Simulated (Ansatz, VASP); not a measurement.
## One calculation of ZrTi3C4, two programs

Contents of INCAR:

```
SYSTEM = ZrTi3C4
ALGO     = Normal         ! electronic algorithm
EDIFF    = 1E-6           ! SCF threshold, eV
EDIFFG   = -0.01          ! ionic threshold
ENCUT    = 600            ! plane-wave cutoff, eV
GGA      = PE             ! functional
IBRION   = 2              ! ionic algorithm
ISIF     = 3              ! what is computed and relaxed
ISMEAR   = 0              ! smearing method
LASPH    = .True.         ! aspherical terms in the spheres
LCHARG   = .False.        ! write CHGCAR
LREAL    = .False.        ! projectors in reciprocal space
LWAVE    = .False.        ! write WAVECAR
NELM     = 100            ! most SCF steps
NSW      = 100            ! ionic steps
PREC     = Accurate       ! precision mode
SIGMA    = 0.1            ! smearing width, eV
```

File KPOINTS:

```
k-points
0
Gamma
  8 8 8
  0 0 0
```

POSCAR

```
ZrTi3C4
1.0
    4.4440954567      0.0000000000      0.0000000000
    0.0000000000      4.4440954567      0.0000000000
    0.0000000000      0.0000000000      4.4440954567
Zr Ti C
1 3 4
Direct
    0.5000000000      0.5000000000      0.5000000000
    0.0000000000      0.0000000000      0.5000000000
    0.5000000000      0.0000000000      0.0000000000
    0.0000000000      0.5000000000      0.0000000000
    0.5000000000      0.5000000000      0.0000000000
    0.0000000000      0.5000000000      0.5000000000
    0.5000000000      0.0000000000      0.5000000000
    0.0000000000      0.0000000000      0.0000000000
```

Input for Ansatz:

```yaml
crystal:
  lattice:
    - [4.4440954567, 0.0, 0.0]
    - [0.0, 4.4440954567, 0.0]
    - [0.0, 0.0, 4.4440954567]
  atoms:
    - { symbol: Zr, position: [0.5, 0.5, 0.5] }
    - { symbol: Ti, position: [0.0, 0.0, 0.5] }
    - { symbol: Ti, position: [0.5, 0.0, 0.0] }
    - { symbol: Ti, position: [0.0, 0.5, 0.0] }
    - { symbol: C, position: [0.5, 0.5, 0.0] }
    - { symbol: C, position: [0.0, 0.5, 0.5] }
    - { symbol: C, position: [0.5, 0.0, 0.5] }
    - { symbol: C, position: [0.0, 0.0, 0.0] }
basis:
  ecutwfc: 420
kpoints:
  mp_grid: { grid: [8, 8, 8] }
hamiltonian:
  xc: pbe
scf:
  occupations: { method: gaussian, width: 0.1 }
output:
  forces: true
  stress: true
  eigenvalues: true
  write_density: true
  write_potential: true
  elf: true
  volumetric_format: npy
relax:
  adjacent_minimum: "off"
  f_tol: 0.01
  max_steps: 80
  cell: { stress_tol: 0.05 }
```

Alike in both runs: task relaxation of cell and atoms; functional PBE; k mesh 8 × 8 × 8; occupations gaussian, width 0.1 eV; no spin polarisation.

|  | VASP | Ansatz |
| --- | --- | --- |
| version | VASP 6.6.1 | Ansatz 0.2.0 |
| potentials or method | VASP PAW PBE potentials, release 64 (Zr_sv, Ti_sv, C), cutoff 600 eV | scalar-relativistic, plane waves, PAW |
| valence electrons in the cell | 64 | 64 |

|  | VASP | Ansatz | Ansatz less VASP |
| --- | --- | --- | --- |
| gap on the k mesh at the Fermi level, each at its own relaxed structure (eV) | none | none | - |
| relaxed volume (Å³/atom) | 10.98 | 10.97 | -0.008 |
| relaxed length of the cell vector where the two differ most in proportion (Å) | 4.445 | 4.444 | -0.0011 |

A gap of «none» marks a metal or a gap that the smearing closes.
